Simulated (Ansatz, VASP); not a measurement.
# B: VASP beside Ansatz

```
B
1.0
     1.71950    0.00000    0.00000
     0.00000    1.71950    0.00000
     0.00000    0.00000    1.71950
B
1
Direct
  0.00000 0.00000 0.00000
```

Change from the starting cell: volume scaled by 0.76, PAW files.

Alike in both runs: task single point; functional PBE; k mesh 22 × 22 × 22; occupations fermi-dirac, width 0.05 eV; no spin polarisation.

|  | VASP | Ansatz |
| --- | --- | --- |
| version | VASP 6.6.1 | Ansatz 0.2.0 |
| potentials or method | VASP PAW PBE potentials, release 64 (B) | PAW with Ansatz's default frozen-core files, scalar-relativistic |
| plane-wave cutoff (eV) | 520 | 420 |
| valence electrons in the cell | 3 | 3 |

|  | VASP | Ansatz | Ansatz less VASP |
| --- | --- | --- | --- |
| pressure (GPa) | 105.4 | 105.2 | -0.20 |

Both programs put the cell under a high pressure, so it lies far from rest at this level. The functional is the same, so the differences come from potentials, cutoffs and numerics.

Noted on VASP's run: the cell as given lies far from equilibrium.
